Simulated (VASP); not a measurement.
# Co (Im-3m) in VASP: a series of runs

The runs below take Co through single point, with PBE.

Everything below comes from runs of VASP 6.6.1. Logs are shortened: lines on timing, memory, paths and dates and some standing lists are left out, and cuts for length are marked.

## (1) The cell of the first run

It takes space group Im-3m (No. 229, cubic). The conventional cell has a = 2.927 Å, b = 2.927 Å, c = 2.927 Å, α = 90.00°, β = 90.00°, γ = 90.00°. Co (site symmetry m-3m) has 14 Co at 2.54 to 2.93 Å within 3.3 Å.

This isn't the form of Co at room conditions, which is hcp.

## (2) Single point, PBE, non-collinear spin, typed start

INCAR

```
SYSTEM = Co
PREC = Accurate
ENCUT = 600
EDIFF = 1E-6
ISMEAR = 0
SIGMA = 0.05
LREAL = .FALSE.
LASPH = .TRUE.
NELM = 200
ALGO = Normal
ISIF = 2
LWAVE = .FALSE.
LCHARG = .FALSE.
LNONCOLLINEAR = .TRUE.
MAGMOM = 0 0 1.4 0 0 -1.2
LORBIT = 11
LMAXMIX = 4
GGA = PE
NBANDS = 30
GGA_COMPAT = .FALSE.
```

KPOINTS

```
Automatic mesh
0
G
  2 2 2
  0 0 0
```

POSCAR

```
Co
1.0
    2.9274000000      0.0000000000      0.0000000000
    0.0000000000      2.9274000000      0.0000000000
    0.0000000000      0.0000000000      2.9274000000
Co
2
Direct
    0.0000000000      0.0000000000      0.0000000000
    0.5000000000      0.5000000000      0.5000000000
```

Potentials or basis: VASP PAW PBE potentials, release 64 (Co).

Command:

```
cat potpaw_PBE.64/Co/POTCAR > POTCAR
mpirun -np 1 vasp_ncl > vasp.out
```

OUTCAR:

```text
SYSTEM = Co
   PREC = Accurate
   ENCUT = 600
   EDIFF = 1E-6
   ISMEAR = 0
   LREAL = .FALSE.
   LASPH = .TRUE.
   NELM = 200
   ISIF = 2
   LNONCOLLINEAR = .TRUE.
   LORBIT = 11
   GGA = PE

 ion  position               nearest neighbor table
   1  0.000  0.000  0.000-   2 2.54   2 2.54   2 2.54   2 2.54   2 2.54   2 2.54   2 2.54   2 2.54

   2  0.500  0.500  0.500-   1 2.54   1 2.54   1 2.54   1 2.54   1 2.54   1 2.54   1 2.54   1 2.54

  LATTYP: Found a simple cubic cell.
 ALAT       =     2.9274000000

  Lattice vectors:

 A1 = (   2.9274000000,   0.0000000000,   0.0000000000)
 A2 = (   0.0000000000,   2.9274000000,   0.0000000000)
 A3 = (   0.0000000000,   0.0000000000,   2.9274000000)

Analysis of symmetry for initial positions (statically):
=====================================================================
 Subroutine PRICEL returns following result:

  LATTYP: Found a body centered cubic cell.
 ALAT       =     2.9274000000

  Lattice vectors:

 A1 = (   1.4637000000,   1.4637000000,  -1.4637000000)
 A2 = (  -1.4637000000,   1.4637000000,   1.4637000000)
 A3 = (   1.4637000000,  -1.4637000000,   1.4637000000)

   2 primitive cells build up your supercell.

 Routine SETGRP: Setting up the symmetry group for a
 simple cubic supercell.

 Subroutine GETGRP returns: Found 48 space group operations
 (whereof 48 operations were pure point group operations)
 out of a pool of 48 trial point group operations.

The static configuration has the point symmetry O_h .

Analysis of symmetry for dynamics (positions and initial velocities):
=====================================================================
 Subroutine PRICEL returns following result:

  LATTYP: Found a body centered cubic cell.
 ALAT       =     2.9274000000

  Lattice vectors:

 A1 = (   1.4637000000,   1.4637000000,  -1.4637000000)
 A2 = (  -1.4637000000,   1.4637000000,   1.4637000000)
 A3 = (   1.4637000000,  -1.4637000000,   1.4637000000)

   2 primitive cells build up your supercell.

 Routine SETGRP: Setting up the symmetry group for a
 simple cubic supercell.

 Subroutine GETGRP returns: Found 48 space group operations
 (whereof 48 operations were pure point group operations)
 out of a pool of 48 trial point group operations.

The dynamic configuration has the point symmetry O_h .

Analysis of structural, dynamic, and magnetic symmetry:
=====================================================================
 Subroutine PRICEL returns:
 Original cell was already a primitive cell.

 Routine SETGRP: Setting up the symmetry group for a
 simple cubic supercell.

 Subroutine GETGRP returns: Found  8 space group operations
 (whereof  8 operations were pure point group operations)
 out of a pool of 48 trial point group operations.

The overall configuration has the point symmetry C_4h.

 Subroutine INISYM returns: Found  8 space group operations
 (whereof  8 operations are pure point group operations),
 and found     1 'primitive' translations

----------------------------------------------------------------------------------------

                                     Primitive cell

  volume of cell :      25.0869

  direct lattice vectors                    reciprocal lattice vectors
     2.927400000  0.000000000  0.000000000     0.341600055  0.000000000  0.000000000
     0.000000000  2.927400000  0.000000000     0.000000000  0.341600055  0.000000000
     0.000000000  0.000000000  2.927400000     0.000000000  0.000000000  0.341600055

  length of vectors
     2.927400000  2.927400000  2.927400000     0.341600055  0.341600055  0.341600055

  position of ions in fractional coordinates (direct lattice)
     0.000000000  0.000000000  0.000000000
     0.500000000  0.500000000  0.500000000

  ion indices of the primitive-cell ions
   primitive index   ion index
                 1           1
                 2           2

----------------------------------------------------------------------------------------

 KPOINTS: Automatic mesh

Automatic generation of k-mesh.
 Grid dimensions read from file:
 generate k-points for:    2    2    2

 Generating k-lattice:

  Cartesian coordinates                     Fractional coordinates (reciprocal lattice)
     0.170800027  0.000000000  0.000000000     0.500000000  0.000000000  0.000000000
     0.000000000  0.170800027  0.000000000     0.000000000  0.500000000  0.000000000
     0.000000000  0.000000000  0.170800027     0.000000000  0.000000000  0.500000000

  Length of vectors
     0.170800027  0.170800027  0.170800027

  Shift w.r.t. Gamma in fractional coordinates (k-lattice)
     0.000000000  0.000000000  0.000000000

 Subroutine IBZKPT returns following result:
 ===========================================

 Found      6 irreducible k-points:

 Following reciprocal coordinates:
            Coordinates               Weight
  0.000000  0.000000  0.000000      1.000000
  0.500000  0.000000  0.000000      2.000000
  0.000000  0.000000  0.500000      1.000000
  0.500000  0.500000  0.000000      1.000000
  0.000000  0.500000  0.500000      2.000000
  0.500000  0.500000  0.500000      1.000000
   k-points           NKPTS =      6   k-points in BZ     NKDIM =      6   number of bands    NBANDS=     30
   number of dos      NEDOS =    301   number of ions     NIONS =      2
   total plane-waves  NPLWV =  13824
   dimension x,y,z NGX =    24 NGY =   24 NGZ =   24
   dimension x,y,z NGXF=    48 NGYF=   48 NGZF=   48
   ions per type =               2
   NGX,Y,Z   is equivalent  to a cutoff of  13.63, 13.63, 13.63 a.u.
   NGXF,Y,Z  is equivalent  to a cutoff of  27.26, 27.26, 27.26 a.u.
 SYSTEM =  Co
   PREC   = accura    normal or accurate (medium, high low for compatibility)
   ISTART =      0    job   : 0-new  1-cont  2-samecut
   ICHARG =      2    charge: 1-file 2-atom 10-const
   ISPIN  =      1    spin polarized calculation?
   LNONCOLLINEAR =      T non collinear calculations
   LSORBIT =      F    spin-orbit coupling
   LASPH  =      T    aspherical Exc in radial PAW
   ENCUT  =  600.0 eV  44.10 Ry    6.64 a.u.   5.85  5.85  5.85*2*pi/ulx,y,z
   NELM   =    200;   NELMIN=  2; NELMDL= -5     # of ELM steps
   EDIFF  = 0.1E-05   stopping-criterion for ELM
   LREAL  =      F    real-space projection
   EDIFFG = 0.1E-04   stopping-criterion for IOM
   NSW    =      0    number of steps for IOM
   IBRION =     -1    ionic relax: 0-MD 1-quasi-New 2-CG
   NFREE  =      0    steps in history (QN), initial steepest desc. (CG)
   ISIF   =      2    stress and relaxation
   ISYM   =      2    0-nonsym 1-usesym 2-fastsym
   POTIM  = 0.5000    time-step for ionic-motion
   TEBEG  =    0.0;   TEEND  =   0.0 temperature during run
   PSTRESS=    0.0 pullay stress
   NELECT =      18.0000    total number of electrons
   NUPDOWN=      -1.0000    fix difference up-down
   EMIN   =  10.00;   EMAX   =-10.00  energy-range for DOS
   EFERMI =   0.00;   METHOD = LEGACY
   ISMEAR =     0;   SIGMA  =   0.05  broadening in eV -4-tet -1-fermi 0-gaus
   EFERMI_NEDOS =   21; number of points for ismear=-14 and -15
   IALGO  =     38    algorithm
   IMIX   =      4    mixing-type and parameters
     AMIX     =   0.40;   BMIX     =  1.00
     AMIX_MAG =   1.60;   BMIX_MAG =  1.00
  volume/ion in A,a.u.               =      12.54        84.65
  Fermi-wavevector in a.u.,A,eV,Ry     =   1.465605  2.769592 29.225286  2.147998
  Thomas-Fermi vector in A             =   2.581442
   LORBIT       =     11    0 simple, 1 ext, 2 COOP (PROOUT), +10 PAW based schemes
   GGA     = PE    functional components
   LHFCALC =     F    Hartree Fock is set to
   AEXX    =    0.0000 exact exchange contribution
   IVDW    =     0    specifies the selected vdW correction
   LEPSILON=     F    determine dielectric tensor
   LRPA    =     F    only Hartree local field effects (RPA)
 Gauss-broadening in eV      SIGMA  =   0.05
  energy-cutoff  :      600.00
  volume of cell :       25.09
 maximum number of plane-waves:      1694
 NGX is ok and might be reduce to    24
   NGX = 11   NGY = 11   NGZ = 11

 number of electron      18.0000019 magnetization       0.0000000      0.0000000      0.9133484

 number of electron      18.0000019 magnetization      -0.0000000     -0.0000000      0.9130486

 number of electron      18.0000019 magnetization      -0.0000000      0.0000000      0.9133371

 Free energy of the ion-electron system (eV)
  ---------------------------------------------------
  ext. energy  EPLUGINS =         0.00000000
  ---------------------------------------------------
  free energy    TOTEN  =       -11.69077580 eV

  energy without entropy =      -11.68209366  energy(sigma->0) =      -11.68643473

 E-fermi :   8.3357     XC(G=0): -12.5797

 val. band max:        8.2828469745   @ k =   0.0000   0.5000   0.5000
 cond. band min:       8.3383808334   @ k =   0.0000   0.5000   0.5000
 fundamental gap:      0.0555338588
 Fermi energy:         8.3356738797

 k-point     1 :       0.0000    0.0000    0.0000
  band No.  band energies     occupation
      1      -0.0757      1.00000
      2       0.6215      1.00000
      3       4.2181      1.00000
      4       4.2188      1.00000
      5       4.6074      1.00000
      6       4.6110      1.00000
[... 187 lines left out ...]
     29      16.1905      0.00000
     30      16.3352      0.00000

------------------------ aborting loop because EDIFF is reached ----------------------------------------

  FORCE on cell =-STRESS in cart. coord.  units (eV):
  Direction    XX          YY          ZZ          XY          YZ          ZX
  --------------------------------------------------------------------------------------
  -------------------------------------------------------------------------------------
  Total       -1.3012025     -1.3012025     -1.3025940      0.0000002      0.0000000      0.0000000
  in kB      -83.1015795    -83.1015795    -83.1904437      0.0000122      0.0000000      0.0000000
  external PRESSURE =     -83.1312009 kB  Pullay stress =       0.0000000 kB

 VOLUME and BASIS-vectors are now :
 -----------------------------------------------------------------------------
  energy-cutoff  :      600.00
  volume of cell :       25.09
      direct lattice vectors                 reciprocal lattice vectors
     2.927400000  0.000000000  0.000000000     0.341600055  0.000000000  0.000000000
     0.000000000  2.927400000  0.000000000     0.000000000  0.341600055  0.000000000
     0.000000000  0.000000000  2.927400000     0.000000000  0.000000000  0.341600055

 POSITION                                       TOTAL-FORCE (eV/Angst)
 -----------------------------------------------------------------------------------
      0.00000      0.00000      0.00000         0.000000      0.000000      0.000000
      1.46370      1.46370      1.46370         0.000000      0.000000      0.000000
 -----------------------------------------------------------------------------------
    total drift:                                0.000000     -0.000000     -0.000000

  FREE ENERGIE OF THE ION-ELECTRON SYSTEM (eV)
  ---------------------------------------------------
  free  energy   TOTEN  =       -11.6907757964 eV

  energy  without entropy=      -11.6820936624  energy(sigma->0) =      -11.68643473

 total charge

# of ion       s       p       d       tot
------------------------------------------
    1        0.436   0.461   7.115   8.011
    2        0.437   0.445   7.139   8.021
--------------------------------------------------
tot          0.873   0.905  14.254  16.032

 magnetization (x)

# of ion       s       p       d       tot
------------------------------------------
    1        0.000   0.000   0.000   0.000
    2        0.000  -0.000   0.000  -0.000
--------------------------------------------------
tot          0.000   0.000   0.000   0.000

 magnetization (y)

# of ion       s       p       d       tot
------------------------------------------
    1        0.000  -0.000   0.000  -0.000
    2       -0.000  -0.000   0.000  -0.000
--------------------------------------------------
tot          0.000  -0.000   0.000  -0.000

 magnetization (z)

# of ion       s       p       d       tot
------------------------------------------
    1        0.054   0.217   1.639   1.910
    2       -0.047   0.197  -1.507  -1.357
--------------------------------------------------
tot          0.008   0.414   0.132   0.553
```

It took 60 s on 1 thread of Intel Xeon 8259CL, shared host; peak memory 0.2 GiB.

What came out:

- Free energy: -11.6908 eV
- Pressure: -8.3 GPa
- Band gap on the k mesh: zero (bands 18 and 19 overlap by 1.45 eV)
- Net moment: 0.91 μB per cell
- Valence electrons inside the program's atomic spheres: Co 8.01, 8.02

Moments on the atoms (μB; x, y, z):
```
Co   0.00  0.00  1.91
Co   0.00  0.00 -1.36
```

Caveat: the k points lie up to 1.07 Å⁻¹ apart, too coarse for converged energies and pressures of a metal.

(Part 1 of 2 ends here.)
